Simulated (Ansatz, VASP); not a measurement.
One calculation of AgCl, two programs

INCAR

```
PREC = Accurate
ENCUT = 520
EDIFF = 1E-7
ISMEAR = 0
SIGMA = 0.02
LREAL = False
LASPH = True
NELM = 60
ALGO = Normal
ISIF = 2
LWAVE = False
LCHARG = True
GGA = PE
LELF = True
LVHAR = True
NBANDS = 16
```

KPOINTS

```
Automatic mesh
0
Gamma
  8 8 8
```

POSCAR

```
AgCl
1.0
    0.0000000000      2.8622235780      2.8622235780
    2.8622235780      0.0000000000      2.8622235780
    2.8622235780      2.8622235780      0.0000000000
Ag Cl
1 1
Direct
    0.5000000000      0.5000000000      0.5000000000
    0.0000000000      0.0000000000      0.0000000000
```

Input for Ansatz:

```yaml
crystal:
  lattice:
    - [0.0, 2.862223578, 2.862223578]
    - [2.862223578, 0.0, 2.862223578]
    - [2.862223578, 2.862223578, 0.0]
  atoms:
    - { symbol: Ag, position: [0.5, 0.5, 0.5] }
    - { symbol: Cl, position: [0.0, 0.0, 0.0] }
basis:
  ecutwfc: 420
kpoints:
  mp_grid: { grid: [8, 8, 8] }
hamiltonian:
  xc: pbe
scf:
  occupations: { method: gaussian, width: 0.02 }
output:
  forces: true
  stress: true
  eigenvalues: true
  populations: true
```

Alike in both runs: task single point; functional PBE; k mesh 8 × 8 × 8; occupations gaussian, width 0.02 eV; no spin polarisation.

|  | VASP | Ansatz |
| --- | --- | --- |
| version | VASP 6.6.1 | Ansatz 0.2.0 |
| potentials or method | VASP PAW PBE potentials, release 64 (Ag, Cl), cutoff 520 eV | scalar-relativistic, plane waves, PAW |
| valence electrons in the cell | 18 | 26 |

```csv
,VASP,Ansatz,Ansatz less VASP
gap on the k mesh at the Fermi level (eV),0.95,0.95,+0.003
least direct gap on the mesh (eV),2.89,2.89,-0.001
pressure (GPa),-2.2,-2.1,+0.11
```

VASP's potentials hold 18 valence electrons a cell and Ansatz's 26, so a difference there can come from the potentials and not from the codes.
